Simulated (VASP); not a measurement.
# Cr (P6_3/mmc) in VASP: further runs

The runs below take Cr through single point, relaxation of cell and atoms, with PBE, RPBE+D3(BJ), revPBE+D4.

Program: VASP 6.6.1. These are calculated values, not measurements. Logs are shortened: lines on timing, memory, paths and dates and some standing lists are left out, and cuts for length are marked.

## Step 1: The cell of the first run

It takes space group P6_3/mmc (No. 194, hexagonal). Conventional cell: a = 2.714 Å, b = 2.714 Å, c = 4.410 Å, α = 90.00°, β = 90.00°, γ = 120.00°. Cr (site symmetry -6m2) has 12 Cr at 2.71 Å within 3.6 Å.

This isn't the form of Cr at room conditions, which is bcc.

## Step 2: Single point, PBE, collinear spin, ferromagnetic start

The input, INCAR:

```
PREC = Accurate
ENCUT = 520
EDIFF = 1E-7
ISMEAR = -1
SIGMA = 0.025
LREAL = F
LASPH = T
NELM = 150
ALGO = Normal
ISIF = 2
LWAVE = F
LCHARG = F
ISPIN = 2
MAGMOM = 3 3
LORBIT = 11
LMAXMIX = 4
GGA = PE
NBANDS = 23
```

The input, KPOINTS:

```
regular mesh
0
Gamma
  11 11 6
```

The input, POSCAR:

```
Cr
1.0
    2.7140000000      0.0000000000      0.0000000000
   -1.3570000000      2.3503929459      0.0000000000
    0.0000000000      0.0000000000      4.4100000000
Cr
2
Direct
    0.6666666667      0.3333333333      0.7500000000
    0.3333333333      0.6666666667      0.2500000000
```

Potentials or basis: VASP PAW PBE potentials, release 64 (Cr_pv).

Launch:

```console
cat potpaw_PBE.64/Cr_pv/POTCAR > POTCAR
mpirun -np 1 vasp_std > vasp.out
```

OUTCAR:

```text
PREC = Accurate
   ENCUT = 520
   EDIFF = 1E-7
   ISMEAR = -1
   LREAL = F
   LASPH = T
   NELM = 150
   ISIF = 2
   ISPIN = 2
   LORBIT = 11
   GGA = PE

 ion  position               nearest neighbor table
   1  0.667  0.333  0.750-   2 2.71   2 2.71   2 2.71   2 2.71   2 2.71   2 2.71
   2  0.333  0.667  0.250-   1 2.71   1 2.71   1 2.71   1 2.71   1 2.71   1 2.71

  LATTYP: Found a hexagonal cell.
 ALAT       =     2.7140000000
 C/A-ratio  =     1.6249078850

  Lattice vectors:

 A1 = (   2.7140000000,   0.0000000000,   0.0000000000)
 A2 = (  -1.3570000000,   2.3503929459,   0.0000000000)
 A3 = (   0.0000000000,   0.0000000000,   4.4100000000)

Analysis of symmetry for initial positions (statically):
=====================================================================
 Subroutine PRICEL returns:
 Original cell was already a primitive cell.

 Routine SETGRP: Setting up the symmetry group for a
 hexagonal supercell.

 Subroutine GETGRP returns: Found 24 space group operations
 (whereof 12 operations were pure point group operations)
 out of a pool of 24 trial point group operations.

The static configuration has the point symmetry D_3d.
 The point group associated with its full space group is D_6h.

Analysis of symmetry for dynamics (positions and initial velocities):
=====================================================================
 Subroutine PRICEL returns:
 Original cell was already a primitive cell.

 Routine SETGRP: Setting up the symmetry group for a
 hexagonal supercell.

 Subroutine GETGRP returns: Found 24 space group operations
 (whereof 12 operations were pure point group operations)
 out of a pool of 24 trial point group operations.

The dynamic configuration has the point symmetry D_3d.
 The point group associated with its full space group is D_6h.

Analysis of structural, dynamic, and magnetic symmetry:
=====================================================================
 Subroutine PRICEL returns:
 Original cell was already a primitive cell.

 Routine SETGRP: Setting up the symmetry group for a
 hexagonal supercell.

 Subroutine GETGRP returns: Found 24 space group operations
 (whereof 12 operations were pure point group operations)
 out of a pool of 24 trial point group operations.

The overall configuration has the point symmetry D_3d.
 The point group associated with its full space group is D_6h.

 Subroutine INISYM returns: Found 24 space group operations
 (whereof 12 operations are pure point group operations),
[... 115 lines left out ...]
     AMIX     =   0.40;   BMIX     =  1.00
     AMIX_MAG =   1.60;   BMIX_MAG =  1.00
  volume/ion in A,a.u.               =      14.07        94.92
  Fermi-wavevector in a.u.,A,eV,Ry     =   1.552681  2.934142 32.801180  2.410819
  Thomas-Fermi vector in A             =   2.657021
   LORBIT       =     11    0 simple, 1 ext, 2 COOP (PROOUT), +10 PAW based schemes
   GGA     = PE    functional components
   LHFCALC =     F    Hartree Fock is set to
   AEXX    =    0.0000 exact exchange contribution
   IVDW    =     0    specifies the selected vdW correction
   LEPSILON=     F    determine dielectric tensor
   LRPA    =     F    only Hartree local field effects (RPA)
 spin polarized calculation
  energy-cutoff  :      520.00
  volume of cell :       28.13
 maximum number of plane-waves:       772
   NGX = 11   NGY = 11   NGZ = 17

 number of electron      24.0000005 magnetization       1.7598739

 Free energy of the ion-electron system (eV)
  ---------------------------------------------------
  ext. energy  EPLUGINS =         0.00000000
  ---------------------------------------------------
  free energy    TOTEN  =       -17.71029970 eV

  energy without entropy =      -17.70235636  energy(sigma->0) =      -17.70632803

 E-fermi :   8.2982     XC(G=0): -12.5434

 val. band max:        8.2958321475   @ k =   0.3636   0.1818   0.1667
 cond. band min:       8.3087627971   @ k =   0.0000   0.0000   0.1667
 fundamental gap:      0.0129306496
 Fermi energy:         8.2981725711

 spin component 1

 k-point     1 :       0.0000    0.0000    0.0000
  band No.  band energies     occupation
      1     -35.1570      1.00000
      2     -34.8245      1.00000
      3     -34.8245      1.00000
      4     -34.7585      1.00000
      5     -34.7585      1.00000
      6     -34.6735      1.00000
[... 613 lines left out ...]
     22      21.2577      0.00000
     23      23.1501      0.00000

 [... further k-points ...]

 spin component 2

 k-point     1 :       0.0000    0.0000    0.0000
  band No.  band energies     occupation
      1     -34.4020      1.00000
      2     -33.9745      1.00000
      3     -33.9745      1.00000
      4     -33.9083      1.00000
      5     -33.9074      1.00000
      6     -33.9074      1.00000
[... 613 lines left out ...]
     22      21.6873      0.00000
     23      23.5687      0.00000

 [... further k-points ...]

------------------------ aborting loop because EDIFF is reached ----------------------------------------

  FORCE on cell =-STRESS in cart. coord.  units (eV):
  Direction    XX          YY          ZZ          XY          YZ          ZX
  --------------------------------------------------------------------------------------
  -------------------------------------------------------------------------------------
  Total       -4.7351609     -4.7351609     -4.0285550     -0.0000000      0.0000000      0.0000000
  in kB     -269.6847640   -269.6847640   -229.4409698     -0.0000000      0.0000000      0.0000000
  external PRESSURE =    -256.2701659 kB  Pullay stress =       0.0000000 kB

 VOLUME and BASIS-vectors are now :
 -----------------------------------------------------------------------------
  energy-cutoff  :      520.00
  volume of cell :       28.13
      direct lattice vectors                 reciprocal lattice vectors
     2.714000000  0.000000000  0.000000000     0.368459838  0.212730387  0.000000000
    -1.357000000  2.350392946  0.000000000     0.000000000  0.425460773  0.000000000
     0.000000000  0.000000000  4.410000000     0.000000000  0.000000000  0.226757370

 POSITION                                       TOTAL-FORCE (eV/Angst)
 -----------------------------------------------------------------------------------
      1.35700      0.78346      3.30750         0.000000     -0.000000      0.000000
     -0.00000      1.56693      1.10250        -0.000000      0.000000      0.000000
 -----------------------------------------------------------------------------------
    total drift:                               -0.000000      0.000000     -0.000000

  FREE ENERGIE OF THE ION-ELECTRON SYSTEM (eV)
  ---------------------------------------------------
  free  energy   TOTEN  =       -17.7102997012 eV

  energy  without entropy=      -17.7023563563  energy(sigma->0) =      -17.70632803

 total charge

# of ion       s       p       d       tot
------------------------------------------
    1        0.382   6.278   4.055  10.716
    2        0.382   6.278   4.055  10.716
--------------------------------------------------
tot          0.765  12.557   8.111  21.432

 magnetization (x)

# of ion       s       p       d       tot
------------------------------------------
    1        0.002   0.022   0.793   0.818
    2        0.002   0.022   0.793   0.818
--------------------------------------------------
tot          0.004   0.045   1.587   1.636
```

OSZICAR:

```text
N       E                     dE             d eps       ncg     rms          rms(c)
DAV:   1     0.242695032810E+03    0.24270E+03   -0.13624E+04  5896   0.124E+03
DAV:   2    -0.119935304939E+02   -0.25469E+03   -0.24601E+03  5993   0.372E+02
DAV:   3    -0.196406655600E+02   -0.76471E+01   -0.75866E+01  7253   0.760E+01
[... 11 lines left out ...]
DAV:  15    -0.177102983713E+02   -0.22515E-05   -0.49761E-06  6420   0.164E-02    0.550E-03
DAV:  16    -0.177102992416E+02   -0.87031E-06   -0.29572E-06  6413   0.950E-03    0.597E-03
DAV:  17    -0.177102995763E+02   -0.33469E-06   -0.21241E-06  6334   0.824E-03    0.234E-03
DAV:  18    -0.177102996930E+02   -0.11667E-06   -0.72205E-08  3258   0.199E-03    0.449E-04
DAV:  19    -0.177102997012E+02   -0.82287E-08   -0.24235E-09  3140   0.365E-04
   1 F= -.17710300E+02 E0= -.17706328E+02  d E =-.794334E-02  mag=     1.7600
```

stdout:

```text
POSCAR found type information on POSCAR Cr
 POSCAR found :  1 types and       2 ions
 scaLAPACK will be used
 LDA part: xc-table for (Slater+PW92), standard interpolation
 POSCAR, INCAR and KPOINTS ok, starting setup
 FFT: planning ... GRIDC
 FFT: planning ... GRID_SOFT
 FFT: planning ... GRID
 WAVECAR not read
 entering main loop
```

Wall time 2.5 min (1 thread of Intel Xeon 8259CL, shared host); peak memory 0.19 GiB.

Results:

```yaml
Free_energy: -17.7103 eV
Pressure: -25.6 GPa
Net_moment: 1.76 μB per cell
Site_moments: Cr +0.82 μB
Valence_electrons_inside_the_program's_atomic_spheres: Cr 10.72
```

Caveat: the cell stands under tension; an empty level that is flat over the whole mesh can mark a ghost state of the potentials, or a narrow d or f band.

## Step 3: Single point, PBE, collinear spin, ferromagnetic start

The input, INCAR:

```
PREC = Accurate
ENCUT = 520
EDIFF = 1E-6
ISMEAR = -1
SIGMA = 0.01
LREAL = F
LASPH = T
NELM = 150
ALGO = Normal
ISIF = 2
LWAVE = F
LCHARG = T
ISPIN = 2
MAGMOM = 3 3
LORBIT = 11
LMAXMIX = 4
GGA = PE
LELF = T
LVHAR = T
NBANDS = 23
```

KPOINTS is that of step 2.

POSCAR is that of step 2.

Potentials or basis: VASP PAW PBE potentials, release 64 (Cr_pv).

Launch:

```console
cat potpaw_PBE.64/Cr_pv/POTCAR > POTCAR
mpirun -np 1 vasp_std > vasp.out
```

Run time: 13 min. Hardware: 1 thread of Intel Xeon 8259CL, shared host; peak memory 0.2 GiB.

Results (log left out):

* Free energy: -17.7072 eV
* Pressure: -25.7 GPa
* Net moment: 1.75 μB per cell
* Site moments: Cr +0.81 μB
* Valence electrons inside the program's atomic spheres: Cr 10.72

Stress tensor (GPa, compression positive):
```
-27.06   0.00   0.00
  0.00 -27.06   0.00
  0.00   0.00 -23.12
```

Levels at points of the mesh, in eV from the Fermi level:
Spin up:
| k point | band 11 | band 12 | band 13 | band 14 | band 15 | band 16 |
| --- | --- | --- | --- | --- | --- | --- |
| (0.00, 0.00, 0.00) | -0.64 | -0.32 | -0.32 | 0.14 | 0.14 | 0.40 |
| (0.00, 0.00, 0.50) | -0.74 | -0.74 | -0.74 | -0.74 | 1.03 | 1.03 |
Spin down:
| k point | band 7 | band 8 | band 9 | band 10 | band 11 | band 12 | band 13 | band 14 | band 15 | band 16 |
| --- | --- | --- | --- | --- | --- | --- | --- | --- | --- | --- |
| (0.00, 0.00, 0.00) | -6.84 | -3.10 | -0.02 | 0.07 | 0.07 | 0.45 | 0.45 | 0.65 | 0.94 | 0.94 |
| (0.00, 0.00, 0.50) | -4.87 | -4.87 | -0.58 | -0.58 | 0.01 | 0.01 | 0.01 | 0.01 | 1.85 | 1.85 |

Caveat: the cell stands under tension; an empty level that is flat over the whole mesh can mark a ghost state of the potentials, or a narrow d or f band.

## Step 4: Relaxation of cell and atoms, RPBE+D3(BJ), collinear spin, ferromagnetic start

The input, INCAR:

```
  PREC = Accurate
  ENCUT = 600
  EDIFF = 1E-7
  ISMEAR = -1
  SIGMA = 0.05
  LREAL = False
  LASPH = True
  NELM = 150
  ALGO = Normal
  ISIF = 3
  LWAVE = False
  LCHARG = False
  ISPIN = 2
  MAGMOM = 3 3
  LORBIT = 11
  LMAXMIX = 4
  GGA = RP
  IVDW = 12
  IBRION = 2
  NSW = 60
  EDIFFG = -0.01
```

The input, KPOINTS:

```
Automatic mesh
0
Gamma
  11 11 6
```

POSCAR is that of step 3.

Launch:

```console
cat potpaw_PBE.64/Cr_pv/POTCAR > POTCAR
mpirun -np 1 vasp_std > vasp.out
```

Run time: 19 min. Hardware: 1 thread of Intel Xeon 8259CL, shared host; peak memory 0.24 GiB.

The run converged. Its results:

```yaml
Free_energy: -22.4572 eV
Relaxed_volume: 10.58 Å³/atom
Relaxed_cell: a = 2.401 Å, b = 2.401 Å, c = 4.238 Å, α = 90.00°, β = 90.00°, γ = 120.00°
Space_group_after_relaxing_to_0.1_Å: P6_3/mmc (No. 194)
Pressure_after_relaxing: 0.0 GPa
Band_gap_on_the_k_mesh: zero (filled and empty bands overlap)
Net_moment: 0.00 μB per cell
Valence_electrons_inside_the_program's_atomic_spheres: Cr 11.30
Dispersion_energy_per_atom: -2.806 eV
```

Final structure:
```yaml
crystal:
  lattice:
    - [2.40087, 0.00000, 0.00000]
    - [-1.20044, 2.07922, 0.00000]
    - [0.00000, 0.00000, 4.23803]
  atoms:
    - { symbol: Cr, position: [0.66667, 0.33333, 0.75000] }
    - { symbol: Cr, position: [0.33333, 0.66667, 0.25000] }
```

Levels at points of the mesh, in eV from the Fermi level:
Spin up:
```tsv
k point	band 9	band 10	band 11	band 12	band 13	band 14	band 15	band 16
(0.00, 0.00, 0.00)	-1.34	-0.47	-0.47	-0.05	-0.05	0.03	1.16	1.16
(0.00, 0.00, 0.50)	-1.80	-1.80	-0.45	-0.45	-0.45	-0.45	2.08	2.08
```
Spin down:
```tsv
k point	band 10	band 11	band 12	band 13	band 14	band 15
(0.00, 0.00, 0.00)	-0.47	-0.47	-0.05	-0.05	0.03	1.16
(0.00, 0.00, 0.50)	-1.80	-0.45	-0.45	-0.45	-0.45	2.08
```

Caveat: the volume moved by over 15 % at a fixed basis, so the end points are rough; the PAW data sets were made with another functional, which shifts forces and pressure a little.

## Step 5: Relaxation of cell and atoms, revPBE+D4, collinear spin, ferromagnetic start

The input, INCAR:

```
SYSTEM = Cr
PREC     = Accurate       ! precision mode
ENCUT    = 600            ! plane-wave cutoff, eV
EDIFF    = 1E-7           ! SCF threshold, eV
ISMEAR   = -1             ! smearing method
SIGMA    = 0.05           ! smearing width, eV
LREAL    = .False.        ! projectors in reciprocal space
LASPH    = .True.         ! aspherical terms in the spheres
NELM     = 150            ! most SCF steps
ALGO     = Normal         ! electronic algorithm
ISIF     = 3              ! what is computed and relaxed
LWAVE    = .False.        ! write WAVECAR
LCHARG   = .False.        ! write CHGCAR
ISPIN    = 2              ! spin polarisation
MAGMOM   = 3 3            ! initial moments
LORBIT   = 11             ! projections on sites
LMAXMIX  = 4              ! l up to which the mixer works
GGA      = RE             ! functional
IVDW     = 13             ! dispersion correction
IBRION   = 2              ! ionic algorithm
NSW      = 60             ! ionic steps
EDIFFG   = -0.01          ! ionic threshold
```

The input, KPOINTS:

```
regular mesh
0
Gamma
  11 11 6
  0 0 0
```

POSCAR is that of step 4.

Potentials or basis: VASP PAW PBE potentials, release 64 (Cr_pv).

Launch:

```console
cat potpaw_PBE.64/Cr_pv/POTCAR > POTCAR
mpirun -np 1 vasp_std > vasp.out
```

OUTCAR:

```text
SYSTEM = Cr
   PREC = Accurate
   ENCUT = 600
   EDIFF = 1E-7
   ISMEAR = -1
   LREAL = .False.
   LASPH = .True.
   NELM = 150
   ISIF = 3
   ISPIN = 2
   LORBIT = 11
   GGA = RE
   IVDW = 13
   IBRION = 2
   NSW = 60
   EDIFFG = -0.01

 ion  position               nearest neighbor table
   1  0.667  0.333  0.750-   2 2.71   2 2.71   2 2.71   2 2.71   2 2.71   2 2.71
   2  0.333  0.667  0.250-   1 2.71   1 2.71   1 2.71   1 2.71   1 2.71   1 2.71

  LATTYP: Found a hexagonal cell.
 ALAT       =     2.7140000000
 C/A-ratio  =     1.6249078850

  Lattice vectors:

 A1 = (   2.7140000000,   0.0000000000,   0.0000000000)
 A2 = (  -1.3570000000,   2.3503929459,   0.0000000000)
 A3 = (   0.0000000000,   0.0000000000,   4.4100000000)
[... 1472 lines left out ...]
 number of electron      24.0000003 magnetization      -0.0000000

 number of electron      24.0000003 magnetization       0.0000001

 Free energy of the ion-electron system (eV)
  ---------------------------------------------------
  ext. energy  EPLUGINS =         0.00000000
  ---------------------------------------------------
  free energy    TOTEN  =       -17.39614431 eV

  energy without entropy =      -17.37488952  energy(sigma->0) =      -17.38551692

 E-fermi :  10.8653     XC(G=0): -13.5488

 val. band max:       10.8567861347   @ k =   0.3636  -0.0000   0.1667
 cond. band min:      10.8702581103   @ k =   0.4545  -0.0000   0.1667
 fundamental gap:      0.0134719756
 Fermi energy:        10.8653406669

 spin component 1

 k-point     1 :       0.0000    0.0000    0.0000
  band No.  band energies     occupation
      1     -32.4798      1.00000
      2     -31.7571      1.00000
      3     -31.5795      1.00000
      4     -31.5795      1.00000
      5     -31.5114      1.00000
      6     -31.5114      1.00000
[... 1084 lines left out ...]
  FREE ENERGIE OF THE ION-ELECTRON SYSTEM (eV)
  ---------------------------------------------------
  free  energy   TOTEN  =       -18.8996634788 eV

  energy  without entropy=      -18.8784086900  energy(sigma->0) =      -18.88903608

 reached required accuracy - stopping structural energy minimisation

 total charge

# of ion       s       p       d       tot
------------------------------------------
    1        0.463   6.387   4.240  11.090
    2        0.463   6.387   4.240  11.090
--------------------------------------------------
tot          0.926  12.774   8.480  22.180

 magnetization (x)

# of ion       s       p       d       tot
------------------------------------------
    1       -0.000   0.000  -0.000  -0.000
    2       -0.000   0.000  -0.000  -0.000
--------------------------------------------------
tot         -0.000   0.000  -0.000  -0.000
```

CONTCAR:

```text
Cr
   1.00000000000000
     2.4621394905721106    0.0000000000000000   -0.0000000000000000
    -1.2310697452860553    2.1322753465174573   -0.0000000000000000
     0.0000000000000000   -0.0000000000000000    4.4124874109671781
  Cr
     2
Direct
     0.6666666667000030    0.3333333332999970    0.7500000000000000
     0.3333333332999970    0.6666666667000030    0.2500000000000000

  0.00000000E+00  0.00000000E+00  0.00000000E+00
  0.00000000E+00  0.00000000E+00  0.00000000E+00
```

Run time: 21 min. Hardware: 1 thread of Intel Xeon 8259CL, shared host; peak memory 0.23 GiB.

Results:

- Free energy: -18.8997 eV
- Relaxed volume: 11.58 Å³/atom
- Relaxed cell: a = 2.462 Å, b = 2.462 Å, c = 4.412 Å, α = 90.00°, β = 90.00°, γ = 120.00°
- Space group after relaxing (to 0.1 Å): P6_3/mmc (No. 194)
- Energy gained by relaxing: 332.5 meV/atom
- Ionic steps: 14
- Pressure after relaxing: 0.1 GPa
- Band gap on the k mesh: zero (filled and empty bands overlap)
- Net moment: 0.00 μB per cell
- Valence electrons inside the program's atomic spheres: Cr 11.09
- Dispersion energy per atom: -0.752 eV

Step by step:
```tsv
step	energy change (eV)	largest force (eV/Å)	pressure (GPa)	volume (Å³)
1	0.0000	0.0000	-29.00	28.13
2	0.2164	0.0000	73.89	18.99
3	-0.5752	0.0000	-1.42	23.25
4	-0.5761	0.0000	-0.01	23.12
5	-0.5761	0.0000	1.01	23.02
6	-0.6370	0.0000	3.74	22.79
7	-0.5529	0.0000	14.55	22.16
8	-0.6521	0.0000	5.70	22.65
9	-0.6529	0.0000	6.51	22.59
10	-0.6438	0.0000	-6.12	23.84
11	-0.6645	0.0000	0.67	23.12
12	-0.6645	0.0000	0.77	23.11
13	-0.6650	0.0000	-0.14	23.18
14	-0.6651	0.0000	0.07	23.17
```

Final structure:
```
Cr
1.0
     2.46214    0.00000    0.00000
    -1.23107    2.13228    0.00000
     0.00000    0.00000    4.41249
Cr
2
Direct
  0.66667 0.33333 0.75000
  0.33333 0.66667 0.25000
```

Caveat: the volume moved by over 15 % at a fixed basis, so the end points are rough; the PAW data sets were made with another functional, which shifts forces and pressure a little.
